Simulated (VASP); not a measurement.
# Mo (Im-3m) in VASP: further runs, part 2 of 2

VASP 6.6.1. Earlier steps stand in the parts before.

## (4) Single point, LDA (volume scaled by 0.96)

The input, INCAR:

```
SYSTEM = Mo
ALGO = Normal ; EDIFF = 1E-7
ENCUT = 520 ; GGA = CA
ISIF = 2 ; ISMEAR = -1
LASPH = .True. ; LCHARG = .False.
LREAL = .False. ; LWAVE = .False.
NBANDS = 13 ; NELM = 60
PREC = Accurate ; SIGMA = 0.1
```

The input, KPOINTS:

```
k-points
0
Gamma
  23 23 23
  0 0 0
```

The input, POSCAR:

```
Mo
1.0
   -1.5355246056      1.5355246056      1.5355246056
    1.5355246056     -1.5355246056      1.5355246056
    1.5355246056      1.5355246056     -1.5355246056
Mo
1
Direct
    0.0000000000      0.0000000000      0.0000000000
```

Potentials or basis: VASP PAW LDA potentials, release 64 (Mo_sv).

Started as:

```console
cat potpaw_LDA.64/Mo_sv/POTCAR > POTCAR
mpirun -np 1 vasp_std > vasp.out
```

OUTCAR:

```text
SYSTEM = Mo
   EDIFF = 1E-7
   ENCUT = 520
   GGA = CA
   ISIF = 2
   ISMEAR = -1
   LASPH = .True.
   LREAL = .False.
   NELM = 60
   PREC = Accurate

 ion  position               nearest neighbor table
   1  0.000  0.000  0.000-

  LATTYP: Found a body centered cubic cell.
 ALAT       =     3.0710492112

  Lattice vectors:

 A1 = (  -1.5355246056,   1.5355246056,   1.5355246056)
 A2 = (   1.5355246056,  -1.5355246056,   1.5355246056)
 A3 = (   1.5355246056,   1.5355246056,  -1.5355246056)

Analysis of symmetry for initial positions (statically):
=====================================================================
 Subroutine PRICEL returns:
 Original cell was already a primitive cell.

 Routine SETGRP: Setting up the symmetry group for a
 body centered cubic supercell.

 Subroutine GETGRP returns: Found 48 space group operations
[... 9 lines left out ...]

 Routine SETGRP: Setting up the symmetry group for a
 body centered cubic supercell.

 Subroutine GETGRP returns: Found 48 space group operations
[... 11 lines left out ...]
                                     Primitive cell

  volume of cell :      14.4821

  direct lattice vectors                    reciprocal lattice vectors
    -1.535524606  1.535524606  1.535524606     0.000000000  0.325621614  0.325621614
     1.535524606 -1.535524606  1.535524606     0.325621614  0.000000000  0.325621614
     1.535524606  1.535524606 -1.535524606     0.325621614  0.325621614  0.000000000

  length of vectors
     2.659606633  2.659606633  2.659606633     0.460498502  0.460498502  0.460498502

  position of ions in fractional coordinates (direct lattice)
     0.000000000  0.000000000  0.000000000

  ion indices of the primitive-cell ions
   primitive index   ion index
                 1           1

----------------------------------------------------------------------------------------

 KPOINTS: k-points

Automatic generation of k-mesh.
 Grid dimensions read from file:
 generate k-points for:   23   23   23

 Generating k-lattice:

  Cartesian coordinates                     Fractional coordinates (reciprocal lattice)
     0.000000000  0.014157461  0.014157461     0.043478261  0.000000000  0.000000000
     0.014157461  0.000000000  0.014157461     0.000000000  0.043478261  0.000000000
     0.014157461  0.014157461  0.000000000     0.000000000  0.000000000  0.043478261

  Length of vectors
     0.020021674  0.020021674  0.020021674

  Shift w.r.t. Gamma in fractional coordinates (k-lattice)
     0.000000000  0.000000000  0.000000000

 Subroutine IBZKPT returns following result:
 ===========================================

 Found    364 irreducible k-points:

 Following reciprocal coordinates:
            Coordinates               Weight
  0.000000  0.000000  0.000000      1.000000
  0.043478  0.000000  0.000000     12.000000
  0.086957  0.000000  0.000000     12.000000
  0.130435  0.000000  0.000000     12.000000
  0.173913  0.000000  0.000000     12.000000
  0.217391  0.000000  0.000000     12.000000
[... 16 lines left out ...]
  0.478261  0.043478  0.000000     24.000000
  0.086957  0.086957  0.000000     24.000000
 [... further k-points ...]
   k-points           NKPTS =    364   k-points in BZ     NKDIM =    364   number of bands    NBANDS=     13
   number of dos      NEDOS =    301   number of ions     NIONS =      1
   total plane-waves  NPLWV =   8000
   dimension x,y,z NGX =    20 NGY =   20 NGZ =   20
   dimension x,y,z NGXF=    40 NGYF=   40 NGZF=   40
   ions per type =               1
   NGX,Y,Z   is equivalent  to a cutoff of  12.50, 12.50, 12.50 a.u.
   NGXF,Y,Z  is equivalent  to a cutoff of  25.00, 25.00, 25.00 a.u.
 SYSTEM =  Mo
   PREC   = accura    normal or accurate (medium, high low for compatibility)
   ISTART =      0    job   : 0-new  1-cont  2-samecut
   ICHARG =      2    charge: 1-file 2-atom 10-const
   ISPIN  =      1    spin polarized calculation?
   LNONCOLLINEAR =      F non collinear calculations
   LSORBIT =      F    spin-orbit coupling
   LASPH  =      T    aspherical Exc in radial PAW
   ENCUT  =  520.0 eV  38.22 Ry    6.18 a.u.   4.95  4.95  4.95*2*pi/ulx,y,z
   NELM   =     60;   NELMIN=  2; NELMDL= -5     # of ELM steps
   EDIFF  = 0.1E-06   stopping-criterion for ELM
   LREAL  =      F    real-space projection
   EDIFFG = 0.1E-05   stopping-criterion for IOM
   NSW    =      0    number of steps for IOM
   IBRION =     -1    ionic relax: 0-MD 1-quasi-New 2-CG
   NFREE  =      0    steps in history (QN), initial steepest desc. (CG)
   ISIF   =      2    stress and relaxation
   ISYM   =      2    0-nonsym 1-usesym 2-fastsym
   POTIM  = 0.5000    time-step for ionic-motion
   TEBEG  =    0.0;   TEEND  =   0.0 temperature during run
   PSTRESS=    0.0 pullay stress
   NELECT =      14.0000    total number of electrons
   NUPDOWN=      -1.0000    fix difference up-down
   EMIN   =  10.00;   EMAX   =-10.00  energy-range for DOS
   EFERMI =   0.00;   METHOD = LEGACY
   ISMEAR =    -1;   SIGMA  =   0.10  broadening in eV -4-tet -1-fermi 0-gaus
   EFERMI_NEDOS =   21; number of points for ismear=-14 and -15
   IALGO  =     38    algorithm
   IMIX   =      4    mixing-type and parameters
     AMIX     =   0.40;   BMIX     =  1.00
     AMIX_MAG =   1.60;   BMIX_MAG =  1.00
  volume/ion in A,a.u.               =      14.48        97.73
  Fermi-wavevector in a.u.,A,eV,Ry     =   1.618729  3.058954 35.651109  2.620283
  Thomas-Fermi vector in A             =   2.712945
   LORBIT       =      0    0 simple, 1 ext, 2 COOP (PROOUT), +10 PAW based schemes
   GGA     = CA    functional components
   LHFCALC =     F    Hartree Fock is set to
   AEXX    =    0.0000 exact exchange contribution
   IVDW    =     0    specifies the selected vdW correction
   LEPSILON=     F    determine dielectric tensor
   LRPA    =     F    only Hartree local field effects (RPA)
 non-spin polarized calculation
  energy-cutoff  :      520.00
  volume of cell :       14.48
 maximum number of plane-waves:       403
   NGX =  9   NGY =  9   NGZ =  9

 number of electron      13.9999998 magnetization

 Free energy of the ion-electron system (eV)
  ---------------------------------------------------
  ext. energy  EPLUGINS =         0.00000000
  ---------------------------------------------------
  free energy    TOTEN  =       -12.11469291 eV

  energy without entropy =      -12.09535995  energy(sigma->0) =      -12.10502643

 E-fermi :  13.7616     XC(G=0): -14.0348

 val. band max:       13.7419714860   @ k =  -0.1304   0.1739   0.0870
 cond. band min:      13.7698447495   @ k =  -0.3478   0.3478   0.2174
 fundamental gap:      0.0278732636
 Fermi energy:        13.7615651376

 k-point     1 :       0.0000    0.0000    0.0000
  band No.  band energies     occupation
      1     -47.2210      2.00000
      2     -20.4582      2.00000
      3     -20.4582      2.00000
      4     -20.4582      2.00000
      5       6.2869      2.00000
      6      12.2116      2.00000
      7      12.2116      2.00000
      8      12.2116      2.00000
      9      15.5098      0.00000
     10      15.5098      0.00000
     11      28.6658      0.00000
     12      28.6658      0.00000
     13      28.6658      0.00000

 k-point     2 :       0.0435    0.0000    0.0000
  band No.  band energies     occupation
      1     -47.2144      2.00000
      2     -20.4945      2.00000
      3     -20.4692      2.00000
      4     -20.4585      2.00000
      5       6.3795      2.00000
      6      12.1574      2.00000
      7      12.2035      2.00000
      8      12.2993      2.00000
      9      15.4244      0.00000
     10      15.5104      0.00000
     11      28.7408      0.00000
     12      28.8217      0.00000
     13      28.8713      0.00000
[... 321 lines left out ...]
 k-point    23 :       0.4783    0.0435    0.0000
  band No.  band energies     occupation
      1     -46.8511      2.00000
      2     -22.2498      2.00000
      3     -21.0349      2.00000
      4     -20.4920      2.00000
      5       7.9948      2.00000
      6       9.9698      2.00000
      7      15.2804      0.00000
      8      15.5652      0.00000
      9      16.6055      0.00000
     10      19.2578      0.00000
     11      25.9663      0.00000
     12      26.5567      0.00000
     13      31.8770      0.00000

 k-point    24 :       0.0870    0.0870    0.0000
  band No.  band energies     occupation
      1     -47.1464      2.00000
      2     -20.8570      2.00000
      3     -20.5496      2.00000
      4     -20.4938      2.00000
      5       7.3012      2.00000
      6      11.7471      2.00000
      7      11.8777      2.00000
      8      13.3175      1.97669
      9      14.8039      0.00006
     10      15.6262      0.00000
     11      29.4542      0.00000
     12      30.2659      0.00000
     13      30.5112      0.00000

 [... further k-points ...]
[... 5 lines left out ...]
  --------------------------------------------------------------------------------------
  -------------------------------------------------------------------------------------
  Total        1.2492362      1.2492362      1.2492362     -0.0000000      0.0000000      0.0000000
  in kB      138.2053411    138.2053411    138.2053411     -0.0000000      0.0000000      0.0000000
  external PRESSURE =     138.2053411 kB  Pullay stress =       0.0000000 kB

 VOLUME and BASIS-vectors are now :
 -----------------------------------------------------------------------------
  energy-cutoff  :      520.00
  volume of cell :       14.48
      direct lattice vectors                 reciprocal lattice vectors
    -1.535524606  1.535524606  1.535524606     0.000000000  0.325621614  0.325621614
     1.535524606 -1.535524606  1.535524606     0.325621614  0.000000000  0.325621614
     1.535524606  1.535524606 -1.535524606     0.325621614  0.325621614  0.000000000

 POSITION                                       TOTAL-FORCE (eV/Angst)
 -----------------------------------------------------------------------------------
      0.00000      0.00000      0.00000         0.000000     -0.000000      0.000000
 -----------------------------------------------------------------------------------
    total drift:                                0.000000     -0.000000      0.000000

  FREE ENERGIE OF THE ION-ELECTRON SYSTEM (eV)
  ---------------------------------------------------
  free  energy   TOTEN  =       -12.1146929093 eV

  energy  without entropy=      -12.0953599463  energy(sigma->0) =      -12.10502643
```

It took 73 s on 1 thread of Intel Xeon 8259CL, shared host; peak memory 0.17 GiB.

Results:

| Quantity | Value |
| --- | --- |
| Free energy | -12.1147 eV |
| Pressure | 13.8 GPa |
| Band gap on the k mesh | zero (band 7 reaches 18.06 eV, above the bottom of band 8 at 12.21 eV) |

Levels at points of the mesh, in eV from the Fermi level:
| k point | band 5 | band 6 | band 7 | band 8 | band 9 | band 10 |
| --- | --- | --- | --- | --- | --- | --- |
| (0.00, 0.00, 0.00) | -7.47 | -1.55 | -1.55 | -1.55 | 1.75 | 1.75 |

## (5) Overview

```tsv
cell	gap on the mesh (eV)	pressure (GPa)
a = 2.584 Å, angles 109.5°, 1 atom	none	49.5
a = 2.622 Å, angles 109.5°, 1 atom	none	29.8
a = 2.660 Å, angles 109.5°, 1 atom	none	13.8
```

Alike in all rows: task single point; level LDA; potentials or basis VASP PAW LDA potentials, release 64 (Mo_sv); no spin polarisation; k mesh 23 × 23 × 23; cutoff (eV) 520; smearing fermi-dirac 0.1 eV.

Absolute energies hang on the potentials; compare differences alone.
